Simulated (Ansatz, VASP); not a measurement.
ZnAuC4N4 in VASP and in Ansatz

```
Zn C Au N
1.0
     5.88262    0.00000    0.00000
     0.00000    5.88262    0.00000
     0.00000    0.00000    5.88262
Zn C Au N
1 4 1 4
Cartesian
  0.0000 0.0000 0.0000
  1.1068 1.1068 1.1068
  1.1068 4.7758 4.7758
  4.7758 1.1068 4.7758
  4.7758 4.7758 1.1068
  2.9413 2.9413 2.9413
  1.7823 1.7823 1.7823
  1.7823 4.1003 4.1003
  4.1003 1.7823 4.1003
  4.1003 4.1003 1.7823
```

Alike in both runs: task single point; functional PBE; k mesh 4 × 4 × 4; occupations gaussian, width 0.1 eV; collinear spin.

```csv
,VASP,Ansatz
version,VASP 6.6.1,Ansatz 0.2.0
potentials or method,"VASP PAW PBE potentials, release 64 (Zn, C, Au, N), cutoff 520 eV","scalar-relativistic, plane waves, PAW"
valence electrons in the cell,59,67
```

|  | VASP | Ansatz | Ansatz less VASP |
| --- | --- | --- | --- |
| gap on the k mesh at the Fermi level (eV) | none | none | - |
| pressure (GPa) | 5.9 | 5.6 | -0.36 |
| rms of the force components (eV/Å) | 0.689 | 0.872 | +0.1824 |
| net moment per atom (μB) | 0.10 | 0.10 | 0.000 |
| size of the moment on the site where the two differ most (μB) | 0.49 | 0.38 | -0.114 |

Site moments also hang on the region over which each program counts them. Atom by atom the forces differ by 0.184 eV/Å (rms over components). A gap of «none» marks a metal or a gap that the smearing closes. With one functional, cell and mesh, what is left measures potentials, basis and numerics. VASP's potentials hold 59 valence electrons a cell and Ansatz's 67, so a difference there can come from the potentials and not from the codes.

Neither program's run includes spin-orbit coupling. Noted on VASP's run: the standard files for N, O and F lose accuracy on very short bonds.
